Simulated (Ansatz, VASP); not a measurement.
**Hg: VASP beside Ansatz**

Contents of INCAR:

```
  ALGO = Normal
  EDIFF = 1E-6
  ENCUT = 500
  GGA = PE
  GGA_COMPAT = F
  ISIF = 2
  ISMEAR = 0
  LASPH = T
  LCHARG = F
  LREAL = F
  LWAVE = F
  NBANDS = 12
  NELM = 120
  PREC = Accurate
  SIGMA = 0.1
```

The input KPOINTS:

```
k-points
0
Gamma
  8 8 8
```

File POSCAR:

```
Hg
1.0
    0.0000000000      2.3919113801      2.3919113801
    2.3919113801      0.0000000000      2.3919113801
    2.3919113801      2.3919113801      0.0000000000
Hg
1
Direct
   -0.0706950930     -0.0112153973      0.0670261520
```

Input for Ansatz:

```yaml
crystal:
  lattice:
    - [0.0, 2.3919113801, 2.3919113801]
    - [2.3919113801, 0.0, 2.3919113801]
    - [2.3919113801, 2.3919113801, 0.0]
  atoms:
    - { symbol: Hg, position: [-0.070695093, -0.0112153973, 0.067026152] }
basis:
  ecutwfc: 420
kpoints:
  mp_grid: { grid: [8, 8, 8] }
hamiltonian:
  xc: pbe
scf:
  occupations: { method: gaussian, width: 0.1 }
  max_iter: 51
output:
  forces: true
  stress: true
  eigenvalues: true
```

Alike in both runs: task single point; functional PBE; k mesh 8 × 8 × 8; occupations gaussian, width 0.1 eV; no spin polarisation.

|  | VASP | Ansatz |
| --- | --- | --- |
| version | VASP 6.6.1 | Ansatz 0.2.0 |
| potentials or method | VASP PAW PBE potentials, release 64 (Hg), cutoff 500 eV | scalar-relativistic, plane waves, PAW |
| valence electrons in the cell | 12 | 20 |

Ansatz gave:

- gap on the k mesh at the Fermi level (eV): none
- pressure (GPa): 1.8

Which values does VASP return?

gap on the k mesh at the Fermi level (eV): none; pressure (GPa): 1.9.

A gap of «none» marks a metal or a gap that the smearing closes. VASP's potentials hold 12 valence electrons a cell and Ansatz's 20, so a difference there can come from the potentials and not from the codes.

Neither program's run includes spin-orbit coupling.
